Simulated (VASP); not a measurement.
# TiAl (P-6m2) in VASP: notebook

The runs below take TiAl through single point, with PBEsol.

All numbers are computed with VASP 6.6.1; they aren't measurements. Logs are shortened: lines on timing, memory, paths and dates and some standing lists are left out, and cuts for length are marked.

**1. The cell of the first run**

It takes space group P-6m2 (No. 187, hexagonal). Conventional cell: a = 2.563 Å, b = 2.563 Å, c = 4.620 Å, α = 90.00°, β = 90.00°, γ = 120.00°. Within 3.4 Å of Ti (site symmetry -6m2) lie 6 Ti at 2.56 Å and 6 Al at 2.74 Å. Within 3.4 Å of Al (site symmetry -6m2) lie 6 Al at 2.56 Å and 6 Ti at 2.74 Å.

**2. Single point, PBEsol (strain -0.1000 x Voigt [1, 1, 0, 0, 0, 0])**

Input file INCAR:

```
SYSTEM = TiAl
PREC     = Accurate       ! precision mode
ENCUT    = 500            ! plane-wave cutoff, eV
EDIFF    = 1E-6           ! SCF threshold, eV
ISMEAR   = 0              ! smearing method
SIGMA    = 0.15           ! smearing width, eV
LREAL    = .FALSE.        ! projectors in reciprocal space
LASPH    = .TRUE.         ! aspherical terms in the spheres
NELM     = 120            ! most SCF steps
ALGO     = Normal         ! electronic algorithm
ISIF     = 2              ! what is computed and relaxed
LWAVE    = .FALSE.        ! write WAVECAR
LCHARG   = .TRUE.         ! write CHGCAR
GGA      = PS             ! functional
LELF     = .TRUE.         ! ELF
LVHAR    = .TRUE.       
NBANDS   = 14             ! bands
GGA_COMPAT= .FALSE.
```

Input file KPOINTS:

```
regular mesh
0
G
  24 24 14
  0 0 0
```

Input file POSCAR:

```
TiAl
1.0
    2.5630391558      0.0000000000      0.0000000000
   -1.2815195779      2.2196570199      0.0000000000
    0.0000000000      0.0000000000      4.6199447408
Ti Al
1 1
Direct
    0.0000000000      0.0000000000      0.0000000000
    0.3333333333      0.6666666667      0.5000000000
```

Potentials or basis: VASP PAW PBE potentials, release 64 (Ti_sv, Al).

Launch:

```bash
> cat potpaw_PBE.64/Ti_sv/POTCAR potpaw_PBE.64/Al/POTCAR > POTCAR
> mpirun -np 1 vasp_std > vasp.out
```

OUTCAR:

```text
SYSTEM = TiAl
   PREC = Accurate
   ENCUT = 500
   EDIFF = 1E-6
   ISMEAR = 0
   LREAL = .FALSE.
   LASPH = .TRUE.
   NELM = 120
   ISIF = 2
   GGA = PS

 ion  position               nearest neighbor table
   1  0.000  0.000  0.000-   2 2.74   2 2.74   2 2.74   2 2.74   2 2.74   2 2.74
   2  0.333  0.667  0.500-   1 2.74   1 2.74   1 2.74   1 2.74   1 2.74   1 2.74

  LATTYP: Found a hexagonal cell.
 ALAT       =     2.5630391558
 C/A-ratio  =     1.8025260092

  Lattice vectors:

 A1 = (   2.5630391558,   0.0000000000,   0.0000000000)
 A2 = (  -1.2815195779,   2.2196570199,   0.0000000000)
 A3 = (   0.0000000000,   0.0000000000,   4.6199447408)

Analysis of symmetry for initial positions (statically):
=====================================================================
 Subroutine PRICEL returns:
 Original cell was already a primitive cell.

 Routine SETGRP: Setting up the symmetry group for a
 hexagonal supercell.

 Subroutine GETGRP returns: Found 12 space group operations
 (whereof 12 operations were pure point group operations)
 out of a pool of 24 trial point group operations.

The static configuration has the point symmetry D_3h.

Analysis of symmetry for dynamics (positions and initial velocities):
=====================================================================
 Subroutine PRICEL returns:
 Original cell was already a primitive cell.

 Routine SETGRP: Setting up the symmetry group for a
 hexagonal supercell.

 Subroutine GETGRP returns: Found 12 space group operations
 (whereof 12 operations were pure point group operations)
 out of a pool of 24 trial point group operations.

The dynamic configuration has the point symmetry D_3h.

 Subroutine INISYM returns: Found 12 space group operations
 (whereof 12 operations are pure point group operations),
 and found     1 'primitive' translations

----------------------------------------------------------------------------------------

                                     Primitive cell

  volume of cell :      26.2832

  direct lattice vectors                    reciprocal lattice vectors
     2.563039156  0.000000000  0.000000000     0.390161812  0.225260027  0.000000000
    -1.281519578  2.219657020  0.000000000     0.000000000  0.450520054  0.000000000
     0.000000000  0.000000000  4.619944741     0.000000000  0.000000000  0.216452805

  length of vectors
     2.563039156  2.563039156  4.619944741     0.450520054  0.450520054  0.216452805

  position of ions in fractional coordinates (direct lattice)
     0.000000000  0.000000000  0.000000000
     0.333333333  0.666666667  0.500000000

  ion indices of the primitive-cell ions
   primitive index   ion index
                 1           1
                 2           2

----------------------------------------------------------------------------------------

 KPOINTS: regular mesh

Automatic generation of k-mesh.
 Grid dimensions read from file:
 generate k-points for:   24   24   14

 Generating k-lattice:

  Cartesian coordinates                     Fractional coordinates (reciprocal lattice)
     0.016256742  0.009385834  0.000000000     0.041666667 -0.000000000  0.000000000
     0.000000000  0.018771669  0.000000000     0.000000000  0.041666667  0.000000000
     0.000000000  0.000000000  0.015460915     0.000000000  0.000000000  0.071428571

  Length of vectors
     0.018771669  0.018771669  0.015460915

  Shift w.r.t. Gamma in fractional coordinates (k-lattice)
     0.000000000  0.000000000  0.000000000

 Subroutine IBZKPT returns following result:
 ===========================================

 Found    488 irreducible k-points:

 Following reciprocal coordinates:
            Coordinates               Weight
  0.000000  0.000000  0.000000      1.000000
  0.041667 -0.000000  0.000000      6.000000
  0.083333  0.000000  0.000000      6.000000
  0.125000  0.000000  0.000000      6.000000
  0.166667  0.000000  0.000000      6.000000
  0.208333 -0.000000  0.000000      6.000000
[... 16 lines left out ...]
  0.416667  0.041667  0.000000     12.000000
  0.458333  0.041667  0.000000     12.000000
 [... further k-points ...]
   k-points           NKPTS =    488   k-points in BZ     NKDIM =    488   number of bands    NBANDS=     14
   number of dos      NEDOS =    301   number of ions     NIONS =      2
   total plane-waves  NPLWV =  14400
   dimension x,y,z NGX =    20 NGY =   20 NGZ =   36
   dimension x,y,z NGXF=    40 NGYF=   40 NGZF=   72
   ions per type =               1   1
   NGX,Y,Z   is equivalent  to a cutoff of  12.97, 12.97, 12.95 a.u.
   NGXF,Y,Z  is equivalent  to a cutoff of  25.95, 25.95, 25.91 a.u.
 SYSTEM =  TiAl
   PREC   = accura    normal or accurate (medium, high low for compatibility)
   ISTART =      0    job   : 0-new  1-cont  2-samecut
   ICHARG =      2    charge: 1-file 2-atom 10-const
   ISPIN  =      1    spin polarized calculation?
   LNONCOLLINEAR =      F non collinear calculations
   LSORBIT =      F    spin-orbit coupling
   LASPH  =      T    aspherical Exc in radial PAW
   ENCUT  =  500.0 eV  36.75 Ry    6.06 a.u.   4.67  4.67  8.42*2*pi/ulx,y,z
   NELM   =    120;   NELMIN=  2; NELMDL= -5     # of ELM steps
   EDIFF  = 0.1E-05   stopping-criterion for ELM
   LREAL  =      F    real-space projection
   EDIFFG = 0.1E-04   stopping-criterion for IOM
   NSW    =      0    number of steps for IOM
   IBRION =     -1    ionic relax: 0-MD 1-quasi-New 2-CG
   NFREE  =      0    steps in history (QN), initial steepest desc. (CG)
   ISIF   =      2    stress and relaxation
   ISYM   =      2    0-nonsym 1-usesym 2-fastsym
   POTIM  = 0.5000    time-step for ionic-motion
   TEBEG  =    0.0;   TEEND  =   0.0 temperature during run
   PSTRESS=    0.0 pullay stress
   NELECT =      15.0000    total number of electrons
   NUPDOWN=      -1.0000    fix difference up-down
   EMIN   =  10.00;   EMAX   =-10.00  energy-range for DOS
   EFERMI =   0.00;   METHOD = LEGACY
   ISMEAR =     0;   SIGMA  =   0.15  broadening in eV -4-tet -1-fermi 0-gaus
   EFERMI_NEDOS =   21; number of points for ismear=-14 and -15
   IALGO  =     38    algorithm
   IMIX   =      4    mixing-type and parameters
     AMIX     =   0.40;   BMIX     =  1.00
     AMIX_MAG =   1.60;   BMIX_MAG =  1.00
  volume/ion in A,a.u.               =      13.14        88.68
  Fermi-wavevector in a.u.,A,eV,Ry     =   1.357936  2.566127 25.089008  1.843990
  Thomas-Fermi vector in A             =   2.484812
   LORBIT       =      0    0 simple, 1 ext, 2 COOP (PROOUT), +10 PAW based schemes
   GGA     = PS    functional components
   LHFCALC =     F    Hartree Fock is set to
   AEXX    =    0.0000 exact exchange contribution
   IVDW    =     0    specifies the selected vdW correction
   LEPSILON=     F    determine dielectric tensor
   LRPA    =     F    only Hartree local field effects (RPA)
 non-spin polarized calculation
 Gauss-broadening in eV      SIGMA  =   0.15
  energy-cutoff  :      500.00
  volume of cell :       26.28
 maximum number of plane-waves:       683
 NGX is ok and might be reduce to    20
   NGX =  9   NGY =  9   NGZ = 17

 number of electron      14.9999997 magnetization

 Free energy of the ion-electron system (eV)
  ---------------------------------------------------
  ext. energy  EPLUGINS =         0.00000000
  ---------------------------------------------------
  free energy    TOTEN  =       -12.27794696 eV

  energy without entropy =      -12.25757281  energy(sigma->0) =      -12.26775989

 E-fermi :  10.6689     XC(G=0): -12.0742

 val. band max:       10.6636551878   @ k =   0.2917   0.0417   0.4286
 cond. band min:      10.6727961744   @ k =   0.3750   0.2083   0.3571
 fundamental gap:      0.0091409866
 Fermi energy:        10.6688719639

 k-point     1 :       0.0000    0.0000    0.0000
  band No.  band energies     occupation
      1     -45.3578      2.00000
      2     -21.8128      2.00000
      3     -20.8143      2.00000
      4     -20.8143      2.00000
      5       0.1183      2.00000
      6       7.6332      2.00000
      7       7.7202      2.00000
      8      12.1058      0.00000
      9      12.1058      0.00000
     10      14.1286      0.00000
     11      14.4890      0.00000
     12      14.4890      0.00000
     13      25.9972      0.00000
     14      25.9972      0.00000

 k-point     2 :       0.0417   -0.0000    0.0000
  band No.  band energies     occupation
      1     -45.3522      2.00000
      2     -21.8079      2.00000
      3     -20.8430      2.00000
      4     -20.8205      2.00000
      5       0.1723      2.00000
      6       7.7044      2.00000
      7       7.7307      2.00000
      8      12.0418      0.00000
      9      12.1604      0.00000
     10      14.1523      0.00000
     11      14.4699      0.00000
     12      14.4699      0.00000
     13      25.1965      0.00000
     14      25.7335      0.00000

 k-point     3 :       0.0833    0.0000    0.0000
  band No.  band energies     occupation
      1     -45.3356      2.00000
      2     -21.7935      2.00000
      3     -20.9267      2.00000
      4     -20.8384      2.00000
      5       0.3336      2.00000
      6       7.7611      2.00000
      7       7.9116      2.00000
      8      11.8633      0.00000
      9      12.3223      0.00000
     10      14.2213      0.00000
     11      14.4142      0.00000
     12      14.4176      0.00000
     13      23.6390      0.00000
     14      25.1617      0.00000
[... 324 lines left out ...]
 k-point    23 :       0.4167    0.0417    0.0000
  band No.  band energies     occupation
      1     -45.0270      2.00000
      2     -22.3289      2.00000
      3     -21.5285      2.00000
      4     -21.1695      2.00000
      5       5.4741      2.00000
      6       8.1882      2.00000
      7       8.4192      2.00000
      8       9.3918      2.00000
      9      13.3041      0.00000
     10      14.8638      0.00000
     11      15.2380      0.00000
     12      15.8214      0.00000
     13      17.0478      0.00000
     14      20.2878      0.00000

 k-point    24 :       0.4583    0.0417    0.0000
  band No.  band energies     occupation
      1     -45.0152      2.00000
      2     -22.3784      2.00000
      3     -21.5184      2.00000
      4     -21.1814      2.00000
      5       6.1865      2.00000
      6       8.0515      2.00000
      7       8.1980      2.00000
      8       8.9174      2.00000
      9      13.2642      0.00000
     10      14.9643      0.00000
     11      15.4171      0.00000
     12      15.9217      0.00000
     13      17.3525      0.00000
     14      19.9800      0.00000

 [... further k-points ...]
[... 5 lines left out ...]
  --------------------------------------------------------------------------------------
  -------------------------------------------------------------------------------------
  Total        6.8788485      6.8788485      2.6283546      0.0000000      0.0000000      0.0000000
  in kB      419.3227547    419.3227547    160.2199670      0.0000000      0.0000000      0.0000000
  external PRESSURE =     332.9551588 kB  Pullay stress =       0.0000000 kB

 VOLUME and BASIS-vectors are now :
 -----------------------------------------------------------------------------
  energy-cutoff  :      500.00
  volume of cell :       26.28
      direct lattice vectors                 reciprocal lattice vectors
     2.563039156  0.000000000  0.000000000     0.390161812  0.225260027  0.000000000
    -1.281519578  2.219657020  0.000000000     0.000000000  0.450520054  0.000000000
     0.000000000  0.000000000  4.619944741     0.000000000  0.000000000  0.216452805

 POSITION                                       TOTAL-FORCE (eV/Angst)
 -----------------------------------------------------------------------------------
      0.00000      0.00000      0.00000        -0.000000      0.000000      0.000000
     -0.00000      1.47977      2.30997         0.000000      0.000000      0.000000
 -----------------------------------------------------------------------------------
    total drift:                                0.000000     -0.000000      0.000000

  FREE ENERGIE OF THE ION-ELECTRON SYSTEM (eV)
  ---------------------------------------------------
  free  energy   TOTEN  =       -12.2779469578 eV

  energy  without entropy=      -12.2575728128  energy(sigma->0) =      -12.26775989
```

It took 60 s on 1 thread of Intel Xeon 6975P-C (Granite Rapids), shared host; peak memory 0.29 GiB.

Results:

```yaml
Free_energy: -12.2779 eV
Pressure: 33.3 GPa
Band_gap_on_the_k_mesh: zero (an odd number of electrons rules out a gap without spin polarisation)
```

Levels at points of the mesh, in eV from the Fermi level:
```csv
k point,band 5,band 6,band 7,band 8,band 9,band 10
"(0.00, 0.00, 0.00)",-10.55,-3.04,-2.95,1.44,1.44,3.46
"(0.50, 0.00, 0.00)",-4.39,-2.75,-2.50,-1.84,2.79,4.11
"(0.00, 0.00, 0.50)",-9.67,-6.15,-1.46,1.44,1.44,3.77
"(0.50, 0.00, 0.50)",-4.44,-2.88,-2.64,0.71,1.23,2.67
```

Caveat: the cell differs from its parent crystal (strain -0.1000 x Voigt [1, 1, 0, 0, 0, 0]); the cell stands under pressure; the PAW data sets were made with another functional, which shifts forces and pressure a little.

**3. Single point, PBEsol (strain -0.0750 x Voigt [1, 1, 0, 0, 0, 0])**

Input file INCAR:

```
PREC = Accurate ; ENCUT = 500
EDIFF = 1E-6 ; ISMEAR = 0
SIGMA = 0.15 ; LREAL = F
LASPH = T ; NELM = 120
ALGO = Normal ; ISIF = 2
LWAVE = F ; LCHARG = F
GGA = PS ; NBANDS = 14
GGA_COMPAT = F
```

Input file KPOINTS:

```
Automatic mesh
0
Gamma
  24 24 14
```

Input file POSCAR:

```
TiAl
1.0
    2.6342346880      0.0000000000      0.0000000000
   -1.3171173440      2.2813141593      0.0000000000
    0.0000000000      0.0000000000      4.6199447408
Ti Al
1 1
Direct
    0.0000000000      0.0000000000      0.0000000000
    0.3333333333      0.6666666667      0.5000000000
```

Potentials or basis: VASP PAW PBE potentials, release 64 (Ti_sv, Al).

Launch:

```bash
> cat potpaw_PBE.64/Ti_sv/POTCAR potpaw_PBE.64/Al/POTCAR > POTCAR
> mpirun -np 1 vasp_std > vasp.out
```

Run time: 58 s. Hardware: 1 thread of Intel Xeon 6975P-C (Granite Rapids), shared host; peak memory 0.3 GiB.

Results (log left out):

| Property | Result |
| --- | --- |
| Free energy | -12.5967 eV |
| Pressure | 22.2 GPa |
| Band gap on the k mesh | zero (an odd number of electrons rules out a gap without spin polarisation) |

Stress tensor (GPa, compression positive):
```
27.57  0.00  0.00
 0.00 27.57  0.00
 0.00  0.00 11.52
```

Levels at points of the mesh, in eV from the Fermi level:
```
           k point  band 5  band 6  band 7  band 8  band 9  band 10
(0.00, 0.00, 0.00)  -10.12   -2.85   -2.62    1.44    1.44     3.56
(0.50, 0.00, 0.00)   -4.20   -2.75   -2.21   -1.59    2.63     4.17
(0.00, 0.00, 0.50)   -9.23   -5.92   -1.15    1.44    1.44     3.51
(0.50, 0.00, 0.50)   -4.21   -2.74   -2.39    0.80    1.05     2.49
```

Caveat: the cell differs from its parent crystal (strain -0.0750 x Voigt [1, 1, 0, 0, 0, 0]); the cell stands under pressure; the PAW data sets were made with another functional, which shifts forces and pressure a little.

(Continued in part 2 of 2.)
